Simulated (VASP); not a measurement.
# CaSe (Pm-3m) in VASP: G0W0 quasiparticle levels with r2SCAN

Aim: the G0W0 quasiparticle levels of CaSe with r2SCAN.

All numbers are computed with VASP 6.6.1; they aren't measurements. Logs are shortened: lines on timing, memory, paths and dates and some standing lists are left out, and cuts for length are marked.

## 1. The cell of the first run

The structure is cubic, space group Pm-3m (No. 221). The conventional cell has a = 3.635 Å, b = 3.635 Å, c = 3.635 Å, α = 90.00°, β = 90.00°, γ = 90.00°. Within 4.1 Å of Ca (site symmetry m-3m) lie 8 Se at 3.15 Å and 6 Ca at 3.63 Å. Within 4.1 Å of Se (site symmetry m-3m) lie 8 Ca at 3.15 Å and 6 Se at 3.63 Å.

## 2. G0W0 quasiparticle levels, r2SCAN

POSCAR

```
CaSe
1.0
    3.6347849158      0.0000000000      0.0000000000
    0.0000000000      3.6347849158      0.0000000000
    0.0000000000      0.0000000000      3.6347849158
Ca Se
1 1
Direct
    0.0000000000      0.0000000000      0.0000000000
    0.5000000000      0.5000000000      0.5000000000
```

INCAR.step1

```
SYSTEM = CaSe
  PREC = Accurate
  ENCUT = 500
  EDIFF = 1E-8
  ISMEAR = 0
  SIGMA = 0.01
  LREAL = .False.
  LASPH = .True.
  NELM = 80
  ALGO = Normal
  LWAVE = .True.
  LCHARG = .False.
  METAGGA = R2SCAN
  LMIXTAU = .True.
```

INCAR.step2

```
SYSTEM = CaSe
  PREC = Accurate
  ENCUT = 500
  EDIFF = 1E-8
  ISMEAR = 0
  SIGMA = 0.01
  LREAL = .False.
  LASPH = .True.
  NELM = 1
  ALGO = Exact
  LWAVE = .True.
  LCHARG = .False.
  METAGGA = R2SCAN
  LMIXTAU = .True.
  NBANDS = 188
  LOPTICS = .True.
  ISTART = 1
```

INCAR.step3

```
SYSTEM = CaSe
  PREC = Accurate
  ENCUT = 500
  EDIFF = 1E-8
  ISMEAR = 0
  SIGMA = 0.01
  LREAL = .False.
  LASPH = .True.
  ALGO = EVGW0
  LWAVE = .False.
  LCHARG = .False.
  METAGGA = R2SCAN
  LMIXTAU = .True.
  NELMGW = 1
  NBANDS = 188
  ENCUTGW = 140.0
  NOMEGA = 96
  PRECFOCK = Fast
  ISTART = 1
  NBANDSGW = 16
  OMEGAMAX = 20
```

KPOINTS

```
regular mesh
0
Gamma
  4 4 4
  0 0 0
```

Potentials or basis: VASP PAW PBE potentials, release 64 (Ca_sv_GW, Se_GW).

Run with:

```sh
> cat potpaw_PBE.64/Ca_sv_GW/POTCAR potpaw_PBE.64/Se_GW/POTCAR > POTCAR
> cp INCAR.step1 INCAR
> mpirun -np 1 vasp_std > vasp.out
> cp INCAR.step2 INCAR
> mpirun -np 1 vasp_std > vasp.out
> cp INCAR.step3 INCAR
> mpirun -np 1 vasp_std > vasp.out
```

OUTCAR:

```text
SYSTEM = CaSe
   PREC = Accurate
   ENCUT = 500
   EDIFF = 1E-8
   ISMEAR = 0
   LREAL = .False.
   LASPH = .True.
   METAGGA = R2SCAN
   NELMGW = 1
   ENCUTGW = 140.0
   PRECFOCK = Fast
   ISTART = 1

 ion  position               nearest neighbor table
   1  0.000  0.000  0.000-   2 3.15   2 3.15   2 3.15   2 3.15   2 3.15   2 3.15   2 3.15   2 3.15

   2  0.500  0.500  0.500-   1 3.15   1 3.15   1 3.15   1 3.15   1 3.15   1 3.15   1 3.15   1 3.15

  LATTYP: Found a simple cubic cell.
 ALAT       =     3.6347849158

  Lattice vectors:

 A1 = (   3.6347849158,   0.0000000000,   0.0000000000)
 A2 = (   0.0000000000,   3.6347849158,   0.0000000000)
 A3 = (   0.0000000000,   0.0000000000,   3.6347849158)

Analysis of symmetry for initial positions (statically):
=====================================================================
 Subroutine PRICEL returns:
 Original cell was already a primitive cell.

 Routine SETGRP: Setting up the symmetry group for a
 simple cubic supercell.

 Subroutine GETGRP returns: Found 48 space group operations
 (whereof 48 operations were pure point group operations)
 out of a pool of 48 trial point group operations.

The static configuration has the point symmetry O_h .

Analysis of symmetry for dynamics (positions and initial velocities):
=====================================================================
 Subroutine PRICEL returns:
 Original cell was already a primitive cell.

 Routine SETGRP: Setting up the symmetry group for a
 simple cubic supercell.

 Subroutine GETGRP returns: Found 48 space group operations
 (whereof 48 operations were pure point group operations)
 out of a pool of 48 trial point group operations.

The dynamic configuration has the point symmetry O_h .

 Subroutine INISYM returns: Found 48 space group operations
 (whereof 48 operations are pure point group operations),
 and found     1 'primitive' translations

----------------------------------------------------------------------------------------

                                     Primitive cell

  volume of cell :      48.0215

  direct lattice vectors                    reciprocal lattice vectors
     3.634784916  0.000000000  0.000000000     0.275119443  0.000000000  0.000000000
     0.000000000  3.634784916  0.000000000     0.000000000  0.275119443  0.000000000
     0.000000000  0.000000000  3.634784916     0.000000000  0.000000000  0.275119443

  length of vectors
     3.634784916  3.634784916  3.634784916     0.275119443  0.275119443  0.275119443

  position of ions in fractional coordinates (direct lattice)
     0.000000000  0.000000000  0.000000000
     0.500000000  0.500000000  0.500000000

  ion indices of the primitive-cell ions
   primitive index   ion index
                 1           1
                 2           2

----------------------------------------------------------------------------------------

 KPOINTS: regular mesh

Automatic generation of k-mesh.
 Grid dimensions read from file:
 generate k-points for:    4    4    4

 Generating k-lattice:

  Cartesian coordinates                     Fractional coordinates (reciprocal lattice)
     0.068779861  0.000000000  0.000000000     0.250000000  0.000000000  0.000000000
     0.000000000  0.068779861  0.000000000     0.000000000  0.250000000  0.000000000
     0.000000000  0.000000000  0.068779861     0.000000000  0.000000000  0.250000000

  Length of vectors
     0.068779861  0.068779861  0.068779861

  Shift w.r.t. Gamma in fractional coordinates (k-lattice)
     0.000000000  0.000000000  0.000000000

 Subroutine IBZKPT returns following result:
 ===========================================

 Found     10 irreducible k-points:

 Following reciprocal coordinates:
            Coordinates               Weight
  0.000000  0.000000  0.000000      1.000000
  0.250000  0.000000  0.000000      6.000000
  0.500000  0.000000  0.000000      3.000000
  0.250000  0.250000  0.000000     12.000000
  0.500000  0.250000  0.000000     12.000000
  0.500000  0.500000  0.000000      3.000000
  0.250000  0.250000  0.250000      8.000000
  0.500000  0.250000  0.250000     12.000000
  0.500000  0.500000  0.250000      6.000000
  0.500000  0.500000  0.500000      1.000000
   k-points           NKPTS =     10   k-points in BZ     NKDIM =     64   number of bands    NBANDS=    188
   number of dos      NEDOS =    301   number of ions     NIONS =      2
   total plane-waves  NPLWV =  21952
   dimension x,y,z NGX =    28 NGY =   28 NGZ =   28
   dimension x,y,z NGXF=    56 NGYF=   56 NGZF=   56
   ions per type =               1   1
   NGX,Y,Z   is equivalent  to a cutoff of  12.81, 12.81, 12.81 a.u.
   NGXF,Y,Z  is equivalent  to a cutoff of  25.61, 25.61, 25.61 a.u.
 SYSTEM =  CaSe
   PREC   = accura    normal or accurate (medium, high low for compatibility)
   ISTART =      1    job   : 0-new  1-cont  2-samecut
   ICHARG =      0    charge: 1-file 2-atom 10-const
   ISPIN  =      1    spin polarized calculation?
   LNONCOLLINEAR =      F non collinear calculations
   LSORBIT =      F    spin-orbit coupling
   LASPH  =      T    aspherical Exc in radial PAW
   ENCUT  =  500.0 eV  36.75 Ry    6.06 a.u.   6.63  6.63  6.63*2*pi/ulx,y,z
   NELM   =     60;   NELMIN=  2; NELMDL=  0     # of ELM steps
   EDIFF  = 0.1E-07   stopping-criterion for ELM
   LREAL  =      F    real-space projection
   EDIFFG = 0.1E-06   stopping-criterion for IOM
   NSW    =      0    number of steps for IOM
   IBRION =     -1    ionic relax: 0-MD 1-quasi-New 2-CG
   NFREE  =      0    steps in history (QN), initial steepest desc. (CG)
   ISIF   =      0    stress and relaxation
   ISYM   =      3    0-nonsym 1-usesym 2-fastsym
   POTIM  = 0.5000    time-step for ionic-motion
   TEBEG  =    0.0;   TEEND  =   0.0 temperature during run
   PSTRESS=    0.0 pullay stress
   NELECT =      16.0000    total number of electrons
   NUPDOWN=      -1.0000    fix difference up-down
   EMIN   =  10.00;   EMAX   =-10.00  energy-range for DOS
   EFERMI =   0.00;   METHOD = LEGACY
   ISMEAR =     0;   SIGMA  =   0.01  broadening in eV -4-tet -1-fermi 0-gaus
   EFERMI_NEDOS =   21; number of points for ismear=-14 and -15
   IALGO  =     38    algorithm
   IMIX   =      4    mixing-type and parameters
     AMIX     =   0.40;   BMIX     =  1.00
     AMIX_MAG =   1.60;   BMIX_MAG =  1.00
  volume/ion in A,a.u.               =      24.01       162.03
  Fermi-wavevector in a.u.,A,eV,Ry     =   1.134931  2.144709 17.525233  1.288068
  Thomas-Fermi vector in A             =   2.271635
   LORBIT       =      0    0 simple, 1 ext, 2 COOP (PROOUT), +10 PAW based schemes
   METAGGA = R2SCAN    functional components
   LHFCALC =     T    Hartree Fock is set to
   PRECFOCK=fast      Normal, Fast or Accurate (Low or Medium for compatibility)
   ENCUT4O =  -1.0   cutoff for four orbital integrals eV
   NKREDX  =     1    reduce k-point grid by
   NKREDY  =     1    reduce k-point grid by
   NKREDZ  =     1    reduce k-point grid by
   AEXX    =    1.0000 exact exchange contribution
   HFSCREEN=    0.0000 screening length (either q_TF or 0.3 A-1)
   HFSCREENC=   0.0000 screening length for correlation (either q_TF or 0.3 A-1)
   ENCUTFOCK=  -1.0 apply spherical cutoff to Coloumb kernel
   IVDW    =     0    specifies the selected vdW correction
   LEPSILON=     F    determine dielectric tensor
   LRPA    =     F    only Hartree local field effects (RPA)
   LRPAFORCE           =     F    calculate RPA forces
   ENCUTGW             = 140.0    cutoff for response function in eV
   ENCUTGWSOFT         = 112.0    soft cutoff for Coulomb kernel in GW response function in eV
   ENCUTLF             =  -1.0    cutoff for local field effects
   NELMGW              =     1    number of iterations in solving QP/BSE equation
   NELMHF              =     1    number of iterations in the inner HF iteration
   NKREDLFX            =     1    NKREDLFY  =   1   NKREDLFZ  =   1
 non-spin polarized calculation
 Gauss-broadening in eV      SIGMA  =   0.01
  energy-cutoff  :      500.00
  volume of cell :       48.02
 maximum number of plane-waves:      1234
 NGX is ok and might be reduce to    28
  NGX = 16; NGY = 16; NGZ = 16
   NGX = 13   NGY = 13   NGZ = 13
 maximum number of plane-waves:       192
 NGX is ok and might be reduce to    16

 QP shifts <psi_nk| G(iteration)W_0 |psi_nk>: iteration 1
 for sc-GW calculations column KS-energies equals QP-energies in previous step
 and V_xc(KS)=  KS-energies - (<T + V_ion + V_H > + <T+V_H+V_ion>^1  + <V_x>^1)

 k-point   1 :       0.0000    0.0000    0.0000
  band No.  KS-energies  QP-energies   sigma(KS)   V_xc(KS)     V^pw_x(r,r')   Z            occupation Imag(sigma)

      1     -37.6556     -37.8618     -22.6534     -22.2960     -34.4165       0.5768       2.0000       0.5124
      2     -17.7141     -18.9179     -22.4748     -20.7178     -27.9148       0.6852       2.0000       0.1478
      3     -17.7141     -18.9179     -22.4748     -20.7178     -27.9148       0.6852       2.0000       0.1478
      4     -17.7141     -18.9179     -22.4748     -20.7178     -27.9148       0.6852       2.0000       0.1478
      5      -8.0821      -8.2824     -13.4543     -13.1445     -19.7862       0.6464       2.0000       1.0460
      6       4.5015       3.8927     -13.1040     -12.3134     -14.7253       0.7700       2.0000       0.0438
[... 8 lines left out ...]
     15      15.0942      15.9091     -11.3711     -12.4890      -5.7807       0.7289       0.0000      -0.4164
     16      15.0942      15.9091     -11.3711     -12.4890      -5.7807       0.7289       0.0000      -0.4164

 k-point   2 :       0.2500    0.0000    0.0000
  band No.  KS-energies  QP-energies   sigma(KS)   V_xc(KS)     V^pw_x(r,r')   Z            occupation Imag(sigma)

      1     -37.6497     -37.8554     -22.6599     -22.3039     -34.4227       0.5779       2.0000       0.5140
      2     -17.8034     -18.9766     -22.3010     -20.5682     -27.8004       0.6770       2.0000       0.1845
      3     -17.7057     -18.9068     -22.4842     -20.7315     -27.9216       0.6853       2.0000       0.1457
      4     -17.7057     -18.9068     -22.4842     -20.7315     -27.9216       0.6853       2.0000       0.1457
      5      -7.7292      -7.9398     -13.7041     -13.3936     -19.8817       0.6782       2.0000       0.9983
      6       1.9740       1.2760     -11.9935     -11.0533     -14.0818       0.7424       2.0000       0.0798
[... 8 lines left out ...]
     15      13.7191      14.0801      -9.6836     -10.1571      -4.7763       0.7626       0.0000      -0.2201
     16      15.9496      16.5639     -11.4734     -12.2952      -5.7311       0.7475       0.0000      -0.5328

 k-point   3 :       0.5000    0.0000    0.0000
  band No.  KS-energies  QP-energies   sigma(KS)   V_xc(KS)     V^pw_x(r,r')   Z            occupation Imag(sigma)

      1     -37.6437     -37.8495     -22.6665     -22.3118     -34.4289       0.5801       2.0000       0.5158
      2     -17.8906     -19.0521     -22.1361     -20.4263     -27.6931       0.6793       2.0000       0.2171
      3     -17.6973     -18.9024     -22.4930     -20.7453     -27.9274       0.6896       2.0000       0.1422
      4     -17.6973     -18.9024     -22.4930     -20.7453     -27.9274       0.6896       2.0000       0.1422
      5      -7.3164      -7.5143     -14.0122     -13.7233     -20.0273       0.6850       2.0000       0.9109
      6       0.4329      -0.3014     -11.6179     -10.5970     -14.3322       0.7193       2.0000       0.1422
[... 114 lines left out ...]
      1     -37.6267     -37.8373     -22.6921     -22.3332     -34.4452       0.5867       2.0000       0.5237
      2     -17.8372     -19.0351     -22.2830     -20.5356     -27.7578       0.6855       2.0000       0.1599
      3     -17.8372     -19.0351     -22.2830     -20.5356     -27.7578       0.6855       2.0000       0.1599
      4     -17.7541     -18.9569     -22.4041     -20.6615     -27.8513       0.6903       2.0000       0.1437
      5      -6.7018      -6.8639     -14.0525     -13.8123     -19.9190       0.6749       2.0000       0.8227
      6       1.6883       1.0202     -12.2986     -11.3958     -14.6366       0.7401       2.0000       0.0856
[... 8 lines left out ...]
     15      13.2728      13.8279     -11.5067     -12.2918      -5.9040       0.7071       0.0000      -0.3035
     16      13.2728      13.8279     -11.5067     -12.2918      -5.9040       0.7071       0.0000      -0.3035

 k-point  10 :       0.5000    0.5000    0.5000
  band No.  KS-energies  QP-energies   sigma(KS)   V_xc(KS)     V^pw_x(r,r')   Z            occupation Imag(sigma)

      1     -37.6212     -37.8329     -22.7008     -22.3401     -34.4510       0.5871       2.0000       0.5252
      2     -17.8241     -19.0103     -22.2950     -20.5595     -27.7628       0.6835       2.0000       0.1481
      3     -17.8241     -19.0103     -22.2950     -20.5595     -27.7628       0.6835       2.0000       0.1481
      4     -17.8241     -19.0103     -22.2950     -20.5595     -27.7628       0.6835       2.0000       0.1481
      5      -6.3762      -6.5352     -14.2351     -13.9982     -19.9765       0.6714       2.0000       0.7551
      6       1.6268       1.0040     -12.1935     -11.3489     -14.4965       0.7373       2.0000       0.0884
[... 8 lines left out ...]
     15      11.6563      13.0930     -13.7595     -15.9234      -8.1103       0.6639       0.0000      -0.1657
     16      11.6563      13.0930     -13.7595     -15.9234      -8.1103       0.6639       0.0000      -0.1657
```

Wall time 2.6 min (1 thread of Intel Xeon 6975P-C (Granite Rapids), shared host); peak memory 0.52 GiB.

Results:

```
Quasiparticle gap                                   : 2.10 eV
Least direct quasiparticle gap                      : 2.10 eV
Band gap of the starting levels on the mesh         : 1.21 eV
Least direct gap of the starting levels on the mesh : 1.21 eV
```

Caveat: the k points lie up to 0.43 Å⁻¹ apart; bands, screening cutoff and mesh are small and nothing is extrapolated, so the quasiparticle values aren't converged; the structure was generated, so it needn't be the stable form of CaSe.
